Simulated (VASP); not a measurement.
Ge2As3, 5 atoms in the cell. It takes space group P4/mmm (No. 123, tetragonal). The conventional cell has a = 3.873 Å, b = 3.873 Å, c = 8.466 Å, α = 90.00°, β = 90.00°, γ = 90.00°. Ge (site symmetry mmm) has 4 Ge at 2.74 Å and 4 As at 3.48 Å within 3.6 Å. As (site symmetry 4/mmm) has 12 As at 3.05 to 3.87 Å within 4.0 Å. As (site symmetry 4mm) has 5 As at 2.67 to 3.05 Å and 4 Ge at 3.48 Å within 3.5 Å. The cell was generated, and may not be a known phase.

```yaml
Program: VASP 6.6.1
Task: relaxation of cell and atoms
Functional: PBE
Potentials_or_basis: VASP PAW PBE potentials, release 64 (Ge_d, As)
Cutoff: 600 eV
k_mesh: 4 × 4 × 2
Occupations: gaussian, width 0.1 eV
Spin: no spin polarisation
Dipole_correction: no
Further_INCAR_settings: ALGO = Normal; EDIFF = 1e-06; IBRION = 2; EDIFFG = -0.04; NSW = 90; ISIF = 3
```

Potentials or basis: VASP PAW PBE potentials, release 64 (Ge_d, As).

Launch:

```bash
$ cat potpaw_PBE.64/Ge_d/POTCAR potpaw_PBE.64/As/POTCAR > POTCAR
$ mpirun -np 1 vasp_std > vasp.out
```

Hardware: 1 thread of AMD EPYC 9R45 96-Core Processor (Zen 5), on a shared host.

Task: Estimate the wall time of this run.

Result: Wall time 2.1 min on 1 thread of AMD EPYC 9R45 96-Core Processor (Zen 5), with other jobs on the host, peak memory 0.25 GiB. Counts: scf iterations 61, k points 12, ion steps 7.
